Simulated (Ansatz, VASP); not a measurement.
Two plane-wave programs on Si

INCAR

```
PREC = Accurate
ENCUT = 520
EDIFF = 1E-6
ISMEAR = 0
SIGMA = 0.05
LREAL = F
LASPH = T
NELM = 100
ALGO = Normal
ISIF = 2
LWAVE = F
LCHARG = F
GGA = CA
NBANDS = 21
```

The input KPOINTS:

```
Automatic mesh
0
Gamma
  8 8 3
```

Contents of POSCAR:

```
Si
1.0
    2.7154700000     -2.7154700000      0.0000000000
    2.7154700000      0.0000000000     -2.7154700000
    5.9740340000      4.8878460000      5.4309400000
Si
6
Direct
    0.5583400000      0.6666666667      0.5416333333
    0.9583400000      0.0000000000      0.2083000000
    0.1583400000      0.3333333333      0.8749666667
    0.5083400000      0.6666666667      0.7916333333
    0.9083400000      1.0000000000      0.4583000000
    0.3083400000      0.3333333333      0.1249666667
```

Input for Ansatz:

```yaml
crystal:
  lattice:
    - [2.71547, -2.71547, 0.0]
    - [2.71547, 0.0, -2.71547]
    - [5.974034, 4.887846, 5.43094]
  atoms:
    - { symbol: Si, position: [0.55834, 0.6666666667, 0.5416333333] }
    - { symbol: Si, position: [0.95834, 0.0, 0.2083] }
    - { symbol: Si, position: [0.15834, 0.3333333333, 0.8749666667] }
    - { symbol: Si, position: [0.50834, 0.6666666667, 0.7916333333] }
    - { symbol: Si, position: [0.90834, 1.0, 0.4583] }
    - { symbol: Si, position: [0.30834, 0.3333333333, 0.1249666667] }
basis:
  ecutwfc: 420
kpoints:
  mp_grid: { grid: [8, 8, 3] }
hamiltonian:
  xc: lda
scf:
  occupations: { method: gaussian, width: 0.05 }
output:
  forces: true
  stress: true
  eigenvalues: true
```

Alike in both runs: task single point; functional LDA; k mesh 8 × 8 × 3; occupations gaussian, width 0.05 eV; no spin polarisation.

|  | VASP | Ansatz |
| --- | --- | --- |
| version | VASP 6.6.1 | Ansatz 0.2.0 |
| potentials or method | VASP PAW LDA potentials, release 64 (Si), cutoff 520 eV | scalar-relativistic, plane waves, PAW |
| valence electrons in the cell | 24 | 24 |

VASP gave:

```
gap on the k mesh at the Fermi level (eV)                     : none
pressure (GPa)                                                : -2.2
traceless stress, the component that is largest in VASP (GPa) : -3.45
rms of the force components (eV/Å)                            : 0.321
```

Task: What did Ansatz give for the same quantities?

Result: gap on the k mesh at the Fermi level (eV): none; pressure (GPa): -2.2; traceless stress, the component that is largest in VASP (GPa): -3.46; rms of the force components (eV/Å): 0.322.

LDA's correlation is that of Perdew and Zunger in VASP and of Perdew and Wang (1992) in Ansatz. Atom by atom the forces differ by 0.001 eV/Å (rms over components). A gap of «none» marks a metal or a gap that the smearing closes.
